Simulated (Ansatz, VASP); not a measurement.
**Si: VASP beside Ansatz**

```
Si
1.0
    -3.25175    3.25175    1.90836
     3.25175   -3.25175    1.90836
     3.25175    3.25175   -1.90836
Si
4
Cartesian
  1.1631 1.1631 0.0000
  2.0886 2.0886 1.9084
  2.0886 -2.0886 1.9084
  -2.0886 2.0886 1.9084
```

Change from the starting cell: strain -0.015 along x and y, +0.000 along z, atoms carried along.

Alike in both runs: task single point; functional LDA; k mesh 10 × 10 × 10; occupations gaussian, width 0.03 eV; no spin polarisation.

```csv
,VASP,Ansatz
version,VASP 6.6.1,Ansatz 0.2.0
potentials or method,"VASP PAW LDA potentials, release 64 (Si), cutoff 520 eV","scalar-relativistic, plane waves, PAW"
valence electrons in the cell,16,16
```

Ansatz gave:

```
gap on the k mesh at the Fermi level (eV)                     : 0.04
least direct gap on the mesh (eV)                             : 0.04
pressure (GPa)                                                : 2.9
traceless stress, the component that is largest in VASP (GPa) : -1.92
rms of the force components (eV/Å)                            : 0.138
```

Problem. Estimate VASP's values.

Solution. gap on the k mesh at the Fermi level (eV): 0.04; least direct gap on the mesh (eV): 0.04; pressure (GPa): 2.9; traceless stress, the component that is largest in VASP (GPa): -1.95; rms of the force components (eV/Å): 0.140.

LDA's correlation is that of Perdew and Zunger in VASP and of Perdew and Wang (1992) in Ansatz. Atom by atom the forces differ by 0.002 eV/Å (rms over components).
